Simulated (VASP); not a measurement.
# Pd (Fm-3m) in VASP: settings compared

The runs below take Pd through single point, with RPBE+D3(BJ), PBEsol+D4, revPBE+D4.

Program: VASP 6.6.1. These are calculated values, not measurements. Logs are shortened: lines on timing, memory, paths and dates and some standing lists are left out, and cuts for length are marked.

## Step 1: The cell of the first run

The structure is cubic, space group Fm-3m (No. 225). Conventional cell: a = 3.726 Å, b = 3.726 Å, c = 3.726 Å, α = 90.00°, β = 90.00°, γ = 90.00°. Within 3.5 Å of Pd (site symmetry m-3m) lie 12 Pd at 2.63 Å.

## Step 2: Single point, RPBE+D3(BJ)

INCAR reads:

```
  PREC = Accurate
  ENCUT = 520
  EDIFF = 1E-7
  ISMEAR = -1
  SIGMA = 0.05
  LREAL = F
  LASPH = T
  NELM = 60
  ALGO = Normal
  ISIF = 2
  LWAVE = F
  LCHARG = F
  GGA = RP
  IVDW = 12
  NBANDS = 11
```

KPOINTS reads:

```
Automatic mesh
0
Gamma
  12 12 12
```

POSCAR reads:

```
Pd
1.0
    0.0000000000      1.8627630037      1.8627630037
    1.8627630037      0.0000000000      1.8627630037
    1.8627630037      1.8627630037      0.0000000000
Pd
1
Direct
    0.0000000000      0.0000000000      0.0000000000
```

Potentials or basis: VASP PAW PBE potentials, release 64 (Pd).

The run is started by

```
> cat potpaw_PBE.64/Pd/POTCAR > POTCAR
> mpirun -np 1 vasp_std > vasp.out
```

OUTCAR:

```text
PREC = Accurate
   ENCUT = 520
   EDIFF = 1E-7
   ISMEAR = -1
   LREAL = F
   LASPH = T
   NELM = 60
   ISIF = 2
   GGA = RP
   IVDW = 12
 IVDW          = 12

 ion  position               nearest neighbor table
   1  0.000  0.000  0.000-

  LATTYP: Found a face centered cubic cell.
 ALAT       =     3.7255260074

  Lattice vectors:

 A1 = (   0.0000000000,   1.8627630037,   1.8627630037)
 A2 = (   1.8627630037,   0.0000000000,   1.8627630037)
 A3 = (   1.8627630037,   1.8627630037,   0.0000000000)

Analysis of symmetry for initial positions (statically):
=====================================================================
 Subroutine PRICEL returns:
 Original cell was already a primitive cell.

 Routine SETGRP: Setting up the symmetry group for a
 face centered cubic supercell.

 Subroutine GETGRP returns: Found 48 space group operations
 (whereof 48 operations were pure point group operations)
 out of a pool of 48 trial point group operations.

The static configuration has the point symmetry O_h .

Analysis of symmetry for dynamics (positions and initial velocities):
=====================================================================
 Subroutine PRICEL returns:
 Original cell was already a primitive cell.

 Routine SETGRP: Setting up the symmetry group for a
 face centered cubic supercell.

 Subroutine GETGRP returns: Found 48 space group operations
 (whereof 48 operations were pure point group operations)
 out of a pool of 48 trial point group operations.

The dynamic configuration has the point symmetry O_h .

 Subroutine INISYM returns: Found 48 space group operations
 (whereof 48 operations are pure point group operations),
 and found     1 'primitive' translations

----------------------------------------------------------------------------------------

                                     Primitive cell

  volume of cell :      12.9272

  direct lattice vectors                    reciprocal lattice vectors
     0.000000000  1.862763004  1.862763004    -0.268418472  0.268418472  0.268418472
     1.862763004  0.000000000  1.862763004     0.268418472 -0.268418472  0.268418472
     1.862763004  1.862763004  0.000000000     0.268418472  0.268418472 -0.268418472

  length of vectors
     2.634344703  2.634344703  2.634344703     0.464914432  0.464914432  0.464914432

  position of ions in fractional coordinates (direct lattice)
     0.000000000  0.000000000  0.000000000

  ion indices of the primitive-cell ions
   primitive index   ion index
                 1           1

----------------------------------------------------------------------------------------

 KPOINTS: Automatic mesh

Automatic generation of k-mesh.
 Grid dimensions read from file:
 generate k-points for:   12   12   12

 Generating k-lattice:

  Cartesian coordinates                     Fractional coordinates (reciprocal lattice)
    -0.022368206  0.022368206  0.022368206     0.083333333  0.000000000  0.000000000
     0.022368206 -0.022368206  0.022368206     0.000000000  0.083333333  0.000000000
     0.022368206  0.022368206 -0.022368206     0.000000000  0.000000000  0.083333333

  Length of vectors
     0.038742869  0.038742869  0.038742869

  Shift w.r.t. Gamma in fractional coordinates (k-lattice)
     0.000000000  0.000000000  0.000000000

 Subroutine IBZKPT returns following result:
 ===========================================

 Found     72 irreducible k-points:

 Following reciprocal coordinates:
            Coordinates               Weight
  0.000000  0.000000  0.000000      1.000000
  0.083333  0.000000  0.000000      8.000000
  0.166667  0.000000  0.000000      8.000000
  0.250000  0.000000  0.000000      8.000000
  0.333333  0.000000  0.000000      8.000000
  0.416667  0.000000  0.000000      8.000000
[... 16 lines left out ...]
  0.500000  0.166667  0.000000     24.000000
 -0.416667  0.166667  0.000000     24.000000
 [... further k-points ...]
   k-points           NKPTS =     72   k-points in BZ     NKDIM =     72   number of bands    NBANDS=     11
   number of dos      NEDOS =    301   number of ions     NIONS =      1
   total plane-waves  NPLWV =   8000
   dimension x,y,z NGX =    20 NGY =   20 NGZ =   20
   dimension x,y,z NGXF=    40 NGYF=   40 NGZF=   40
   ions per type =               1
   NGX,Y,Z   is equivalent  to a cutoff of  12.62, 12.62, 12.62 a.u.
   NGXF,Y,Z  is equivalent  to a cutoff of  25.24, 25.24, 25.24 a.u.
 SYSTEM =  unknown system
   PREC   = accura    normal or accurate (medium, high low for compatibility)
   ISTART =      0    job   : 0-new  1-cont  2-samecut
   ICHARG =      2    charge: 1-file 2-atom 10-const
   ISPIN  =      1    spin polarized calculation?
   LNONCOLLINEAR =      F non collinear calculations
   LSORBIT =      F    spin-orbit coupling
   LASPH  =      T    aspherical Exc in radial PAW
   ENCUT  =  520.0 eV  38.22 Ry    6.18 a.u.   4.90  4.90  4.90*2*pi/ulx,y,z
   NELM   =     60;   NELMIN=  2; NELMDL= -5     # of ELM steps
   EDIFF  = 0.1E-06   stopping-criterion for ELM
   LREAL  =      F    real-space projection
   EDIFFG = 0.1E-05   stopping-criterion for IOM
   NSW    =      0    number of steps for IOM
   IBRION =     -1    ionic relax: 0-MD 1-quasi-New 2-CG
   NFREE  =      0    steps in history (QN), initial steepest desc. (CG)
   ISIF   =      2    stress and relaxation
   ISYM   =      2    0-nonsym 1-usesym 2-fastsym
   POTIM  = 0.5000    time-step for ionic-motion
   TEBEG  =    0.0;   TEEND  =   0.0 temperature during run
   PSTRESS=    0.0 pullay stress
   NELECT =      10.0000    total number of electrons
   NUPDOWN=      -1.0000    fix difference up-down
   EMIN   =  10.00;   EMAX   =-10.00  energy-range for DOS
   EFERMI =   0.00;   METHOD = LEGACY
   ISMEAR =    -1;   SIGMA  =   0.05  broadening in eV -4-tet -1-fermi 0-gaus
   EFERMI_NEDOS =   21; number of points for ismear=-14 and -15
   IALGO  =     38    algorithm
   IMIX   =      4    mixing-type and parameters
     AMIX     =   0.40;   BMIX     =  1.00
     AMIX_MAG =   1.60;   BMIX_MAG =  1.00
  volume/ion in A,a.u.               =      12.93        87.24
  Fermi-wavevector in a.u.,A,eV,Ry     =   1.502821  2.839920 30.728359  2.258471
  Thomas-Fermi vector in A             =   2.614012
   LORBIT       =      0    0 simple, 1 ext, 2 COOP (PROOUT), +10 PAW based schemes
   GGA     = RP    functional components
   LHFCALC =     F    Hartree Fock is set to
   AEXX    =    0.0000 exact exchange contribution
   IVDW    =    12    specifies the selected vdW correction
   LEPSILON=     F    determine dielectric tensor
   LRPA    =     F    only Hartree local field effects (RPA)
 non-spin polarized calculation
  energy-cutoff  :      520.00
  volume of cell :       12.93
 maximum number of plane-waves:       360
   NGX =  9   NGY =  9   NGZ =  9

 number of electron      10.0000000 magnetization

 number of electron       9.9999998 magnetization

 Free energy of the ion-electron system (eV)
  ---------------------------------------------------
  ext. energy  EPLUGINS =         0.00000000
  ---------------------------------------------------
  free energy    TOTEN  =        -4.28415255 eV

  energy without entropy =       -4.26775950  energy(sigma->0) =       -4.27595603

 E-fermi :  12.2498     XC(G=0): -13.9388

 val. band max:       12.2476683663   @ k =  -0.4167   0.3333   0.0833
 cond. band min:      12.2509740993   @ k =  -0.4167   0.4167   0.1667
 fundamental gap:      0.0033057330
 Fermi energy:        12.2498149388

 k-point     1 :       0.0000    0.0000    0.0000
  band No.  band energies     occupation
      1       4.1140      2.00000
      2       8.7709      2.00000
      3       8.7709      2.00000
      4       8.7709      2.00000
      5      10.7588      2.00000
      6      10.7588      2.00000
      7      29.4357      0.00000
      8      35.0131      0.00000
      9      35.0131      0.00000
     10      35.0131      0.00000
     11      37.9336      0.00000

 k-point     2 :       0.0833    0.0000    0.0000
  band No.  band energies     occupation
      1       4.3954      2.00000
      2       8.6618      2.00000
      3       8.8738      2.00000
      4       8.8738      2.00000
      5      10.7071      2.00000
      6      10.7071      2.00000
      7      29.7978      0.00000
      8      33.4958      0.00000
      9      35.3981      0.00000
     10      35.3981      0.00000
     11      37.9519      0.00000

 k-point     3 :       0.1667    0.0000    0.0000
  band No.  band energies     occupation
      1       5.1417      2.00000
      2       8.4792      2.00000
      3       9.0816      2.00000
      4       9.0816      2.00000
      5      10.6676      2.00000
      6      10.6676      2.00000
      7      30.3475      0.00000
      8      31.0867      0.00000
      9      36.4515      0.00000
     10      36.4515      0.00000
     11      37.9518      0.00000

 k-point     4 :       0.2500    0.0000    0.0000
  band No.  band energies     occupation
      1       5.8995      2.00000
      2       8.7603      2.00000
      3       9.1210      2.00000
      4       9.1210      2.00000
      5      10.9293      2.00000
      6      10.9293      2.00000
      7      27.9186      0.00000
      8      30.8488      0.00000
      9      37.6977      0.00000
     10      37.6977      0.00000
     11      37.9337      0.00000

 k-point     5 :       0.3333    0.0000    0.0000
  band No.  band energies     occupation
      1       6.0650      2.00000
      2       8.9494      2.00000
      3       8.9494      2.00000
      4      10.1150      2.00000
      5      11.4950      2.00000
      6      11.4950      2.00000
      7      24.9310      0.00000
      8      29.9928      0.00000
      9      36.8612      0.00000
     10      36.8612      0.00000
     11      37.9434      0.00000
[... 211 lines left out ...]
 k-point    21 :       0.3333    0.1667    0.0000
  band No.  band energies     occupation
      1       6.6253      2.00000
      2       7.8075      2.00000
      3       8.9841      2.00000
      4       9.7971      2.00000
      5      11.7406      1.99992
      6      11.7620      1.99988
      7      27.4640      0.00000
      8      31.2742      0.00000
      9      32.7460      0.00000
     10      34.7771      0.00000
     11      37.9355      0.00000

 k-point    22 :       0.4167    0.1667    0.0000
  band No.  band energies     occupation
      1       6.5790      2.00000
      2       8.2221      2.00000
      3       9.0088      2.00000
      4       9.6215      2.00000
      5      12.1970      1.48390
      6      13.5833      0.00000
      7      24.2316      0.00000
      8      30.2082      0.00000
      9      32.3286      0.00000
     10      34.1531      0.00000
     11      37.9742      0.00000

 k-point    23 :       0.5000    0.1667    0.0000
  band No.  band energies     occupation
      1       6.5210      2.00000
      2       8.1444      2.00000
      3       9.4386      2.00000
      4       9.6263      2.00000
      5      12.3064      0.48755
      6      15.6253      0.00000
      7      21.4465      0.00000
      8      29.4106      0.00000
      9      32.5578      0.00000
     10      32.9343      0.00000
     11      37.9723      0.00000

 k-point    24 :      -0.4167    0.1667    0.0000
  band No.  band energies     occupation
      1       6.5880      2.00000
      2       8.1546      2.00000
      3       9.3513      2.00000
      4       9.8639      2.00000
      5      11.9634      1.99352
      6      16.2179      0.00000
      7      20.9691      0.00000
      8      28.9910      0.00000
      9      32.1311      0.00000
     10      33.7140      0.00000
     11      37.9694      0.00000

 [... further k-points ...]

------------------------ aborting loop because EDIFF is reached ----------------------------------------

 Edisp (eV)   -3.99943

 E8    (eV) :    -2.6330

  FORCE on cell =-STRESS in cart. coord.  units (eV):
  Direction    XX          YY          ZZ          XY          YZ          ZX
  --------------------------------------------------------------------------------------
  -------------------------------------------------------------------------------------
  Total      -0.04249    -0.04249    -0.04249     0.00000     0.00000    -0.00000
  in kB      -5.26581    -5.26581    -5.26581     0.00000     0.00000    -0.00000
  external pressure =       -5.27 kB  Pullay stress =        0.00 kB

 VOLUME and BASIS-vectors are now :
 -----------------------------------------------------------------------------
  energy-cutoff  :      520.00
  volume of cell :       12.93
      direct lattice vectors                 reciprocal lattice vectors
     0.000000000  1.862763004  1.862763004    -0.268418472  0.268418472  0.268418472
     1.862763004  0.000000000  1.862763004     0.268418472 -0.268418472  0.268418472
     1.862763004  1.862763004  0.000000000     0.268418472  0.268418472 -0.268418472

 POSITION                                       TOTAL-FORCE (eV/Angst)
 -----------------------------------------------------------------------------------
      0.00000      0.00000      0.00000         0.000000      0.000000      0.000000
 -----------------------------------------------------------------------------------
    total drift:                                0.000000      0.000000      0.000000

  FREE ENERGIE OF THE ION-ELECTRON SYSTEM (eV)
  ---------------------------------------------------
  free  energy   TOTEN  =        -8.2835847432 eV

  energy  without entropy=       -8.2671916933  energy(sigma->0) =       -8.27538822
```

It took 8.2 s on 1 thread of Intel Xeon 8259CL, shared host; peak memory 0.14 GiB.

What came out:

* Free energy: -8.2836 eV
* Pressure: -0.5 GPa
* Band gap on the k mesh: zero (bands 5 and 6 overlap by 1.99 eV)
* Dispersion energy per atom: -3.999 eV

Levels at points of the mesh, in eV from the Fermi level:
```csv
k point,band 3,band 4,band 5,band 6,band 7,band 8
"(0.00, 0.00, 0.00)",-3.48,-3.48,-1.49,-1.49,17.19,22.76
"(0.50, 0.00, 0.00)",-3.55,0.00,0.00,0.79,8.54,16.59
"(0.50, 0.50, 0.00)",-0.03,0.40,0.40,3.43,12.30,14.02
```

Caveat: the PAW data sets were made with another functional, which shifts forces and pressure a little.

## Step 3: Single point, PBEsol+D4

This run uses another cell than the first one, of 14.33 Å³/atom.

INCAR reads:

```
SYSTEM = Pd
PREC     = Accurate       ! precision mode
ENCUT    = 520            ! plane-wave cutoff, eV
EDIFF    = 1E-6           ! SCF threshold, eV
ISMEAR   = -1             ! smearing method
SIGMA    = 0.05           ! smearing width, eV
LREAL    = .FALSE.        ! projectors in reciprocal space
LASPH    = .TRUE.         ! aspherical terms in the spheres
NELM     = 60             ! most SCF steps
ALGO     = Normal         ! electronic algorithm
ISIF     = 2              ! what is computed and relaxed
LWAVE    = .FALSE.        ! write WAVECAR
LCHARG   = .FALSE.        ! write CHGCAR
GGA      = PS             ! functional
IVDW     = 13             ! dispersion correction
NBANDS   = 11             ! bands
```

KPOINTS reads:

```
regular mesh
0
G
  12 12 12
  0 0 0
```

POSCAR reads:

```
Pd
1.0
    0.0000000000      1.9277569800      1.9277569800
    1.9277569800      0.0000000000      1.9277569800
    1.9277569800      1.9277569800      0.0000000000
Pd
1
Direct
    0.0000000000      0.0000000000      0.0000000000
```

Potentials or basis: VASP PAW PBE potentials, release 64 (Pd).

The run is started by

```
> cat potpaw_PBE.64/Pd/POTCAR > POTCAR
> mpirun -np 1 vasp_std > vasp.out
```

It took 8.5 s on 1 thread of Intel Xeon 8259CL, shared host; peak memory 0.13 GiB.

It converged, with:

```yaml
Free_energy: -6.2680 eV
Pressure: -0.4 GPa
Band_gap_on_the_k_mesh: zero (bands 5 and 6 overlap by 1.66 eV)
Dispersion_energy_per_atom: -0.294 eV
```

Levels at points of the mesh, in eV from the Fermi level:
| k point | band 1 | band 2 | band 3 | band 4 | band 5 | band 6 | band 7 | band 8 | band 9 | band 10 |
| --- | --- | --- | --- | --- | --- | --- | --- | --- | --- | --- |
| (0.00, 0.00, 0.00) | -7.44 | -2.97 | -2.97 | -2.97 | -1.26 | -1.26 | 17.17 | 22.11 | 22.11 | 22.11 |
| (0.50, 0.00, 0.00) | -5.55 | -3.02 | -3.02 | 0.00 | 0.00 | 0.89 | 7.52 | 16.53 | 21.32 | 21.32 |
| (0.50, 0.50, 0.00) | -5.65 | -5.35 | -0.02 | 0.33 | 0.33 | 3.28 | 11.05 | 13.30 | 13.30 | 21.94 |

Caveat: the PAW data sets were made with another functional, which shifts forces and pressure a little.

## Step 4: Single point, revPBE+D4

This run uses another cell than the first one, of 14.88 Å³/atom.

INCAR reads:

```
PREC     = Accurate       # precision mode
ENCUT    = 520            # plane-wave cutoff, eV
EDIFF    = 1E-7           # SCF threshold, eV
ISMEAR   = -1             # smearing method
SIGMA    = 0.05           # smearing width, eV
LREAL    = F              # projectors in reciprocal space
LASPH    = T              # aspherical terms in the spheres
NELM     = 100            # most SCF steps
ALGO     = Normal         # electronic algorithm
ISIF     = 2              # what is computed and relaxed
LWAVE    = F              # write WAVECAR
LCHARG   = F              # write CHGCAR
GGA      = RE             # functional
IVDW     = 13             # dispersion correction
NBANDS   = 11             # bands
```

KPOINTS reads:

```
Automatic mesh
0
Gamma
  12 12 12
```

POSCAR reads:

```
Pd
1.0
    0.0000000000      1.9522073470      1.9522073470
    1.9522073470      0.0000000000      1.9522073470
    1.9522073470      1.9522073470      0.0000000000
Pd
1
Direct
    0.0000000000      0.0000000000      0.0000000000
```

The run is started by

```
> cat potpaw_PBE.64/Pd/POTCAR > POTCAR
> mpirun -np 1 vasp_std > vasp.out
```

Run time: 9.7 s. Hardware: 1 thread of Intel Xeon 8259CL, shared host; peak memory 0.14 GiB.

It converged, with:

```
Free energy                : -5.5590 eV
Pressure                   : -0.3 GPa
Band gap on the k mesh     : zero (bands 5 and 6 overlap by 1.56 eV)
Dispersion energy per atom : -0.819 eV
```

Levels at points of the mesh, in eV from the Fermi level:
| k point | band 2 | band 3 | band 4 | band 5 | band 6 | band 7 | band 8 | band 9 |
| --- | --- | --- | --- | --- | --- | --- | --- | --- |
| (0.00, 0.00, 0.00) | -2.77 | -2.77 | -2.77 | -1.19 | -1.19 | 17.22 | 21.97 | 21.97 |
| (0.50, 0.00, 0.00) | -2.82 | -2.82 | -0.01 | -0.01 | 1.09 | 7.31 | 16.58 | 21.09 |
| (0.50, 0.50, 0.00) | -5.00 | -0.04 | 0.30 | 0.30 | 3.41 | 10.73 | 13.23 | 13.23 |

Caveat: the PAW data sets were made with another functional, which shifts forces and pressure a little.

## Step 5: Summary

| level | cell | gap on the mesh (eV) | pressure (GPa) |
| --- | --- | --- | --- |
| RPBE+D3(BJ) | a = 2.634 Å, angles 60.0°, 1 atom | none | -0.5 |
| PBEsol+D4 | a = 2.726 Å, angles 60.0°, 1 atom | none | -0.4 |
| revPBE+D4 | a = 2.761 Å, angles 60.0°, 1 atom | none | -0.3 |

Alike in all rows: task single point; potentials or basis VASP PAW PBE potentials, release 64 (Pd); no spin polarisation; k mesh 12 × 12 × 12; cutoff (eV) 520; smearing fermi-dirac 0.05 eV.

Caveats: the PAW data sets were made with another functional, which shifts forces and pressure a little.

Absolute energies hang on the potentials; compare differences alone.
